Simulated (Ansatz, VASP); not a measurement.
## SiO2 in VASP and in Ansatz

Contents of POSCAR:

```
SiO2
1.0
    5.1355729883      0.0000000000      0.0000000000
   -2.5677864942      4.4475366709      0.0000000000
    0.0000000000      0.0000000000      5.5410855913
Si O
3 6
Direct
    0.0000000000      0.5000000000      0.3333333333
    0.5000000000      0.5000000000      0.6666666667
    0.5000000000      0.0000000000      0.0000000000
    0.5834989524      0.7917494762      0.8333333333
    0.7917494762      0.5834989524      0.5000000000
    0.7917494762      0.2082505238      0.1666666667
    0.4165010476      0.2082505238      0.8333333333
    0.2082505238      0.4165010476      0.5000000000
    0.2082505238      0.7917494762      0.1666666667
```

The input INCAR.step1:

```
SYSTEM = SiO2
PREC = Accurate
ENCUT = 520
ISMEAR = 0
SIGMA = 0.05
LREAL = .FALSE.
LASPH = .TRUE.
NELM = 100
NBANDS = 34
GGA = PE
ALGO = Normal
EDIFF = 1E-4
LWAVE = .TRUE.
LCHARG = .FALSE.
```

The input INCAR.step2:

```
SYSTEM = SiO2
PREC = Accurate
ENCUT = 520
EDIFF = 1E-7
ISMEAR = 0
SIGMA = 0.05
LREAL = .FALSE.
LASPH = .TRUE.
NELM = 100
ALGO = Normal
ISIF = 2
LWAVE = .FALSE.
LCHARG = .FALSE.
METAGGA = R2SCAN
LMIXTAU = .TRUE.
NBANDS = 34
ISTART = 1
```

KPOINTS

```
regular mesh
0
G
  6 6 4
  0 0 0
```

Input for Ansatz:

```yaml
crystal:
  lattice:
    - [5.1355729883, 0.0, 0.0]
    - [-2.5677864942, 4.4475366709, 0.0]
    - [0.0, 0.0, 5.5410855913]
  atoms:
    - { symbol: Si, position: [0.0, 0.5, 0.3333333333] }
    - { symbol: Si, position: [0.5, 0.5, 0.6666666667] }
    - { symbol: Si, position: [0.5, 0.0, 0.0] }
    - { symbol: O, position: [0.5834989524, 0.7917494762, 0.8333333333] }
    - { symbol: O, position: [0.7917494762, 0.5834989524, 0.5] }
    - { symbol: O, position: [0.7917494762, 0.2082505238, 0.1666666667] }
    - { symbol: O, position: [0.4165010476, 0.2082505238, 0.8333333333] }
    - { symbol: O, position: [0.2082505238, 0.4165010476, 0.5] }
    - { symbol: O, position: [0.2082505238, 0.7917494762, 0.1666666667] }
basis:
  ecutwfc: 500
kpoints:
  mp_grid: { grid: [6, 6, 4] }
hamiltonian:
  xc: r2scan
scf:
  occupations: { method: gaussian, width: 0.05 }
output:
  forces: true
  stress: true
  eigenvalues: true
```

Change from the starting cell: strain +0.0150 x Voigt [1, 1, 0, 0, 0, 0], atoms carried along.

Alike in both runs: task single point; functional r2SCAN; k mesh 6 × 6 × 4; occupations gaussian, width 0.05 eV; no spin polarisation.

|  | VASP | Ansatz |
| --- | --- | --- |
| version | VASP 6.6.1 | Ansatz 0.2.0 |
| potentials or method | VASP PAW PBE potentials, release 64 (Si, O), cutoff 520 eV | scalar-relativistic, plane waves, PAW |
| valence electrons in the cell | 48 | 48 |

```csv
,VASP,Ansatz,Ansatz less VASP
gap on the k mesh at the Fermi level (eV),6.13,6.14,+0.003
least direct gap on the mesh (eV),6.35,6.35,0.000
pressure (GPa),-5.2,-5.4,-0.15
"traceless stress, the component that is largest in VASP (GPa)",0.79,0.76,-0.026
rms of the force components (eV/Å),0.121,0.116,-0.0052
```

VASP's potentials were made for PBE, not for r2SCAN. Atom by atom the forces differ by 0.005 eV/Å (rms over components).
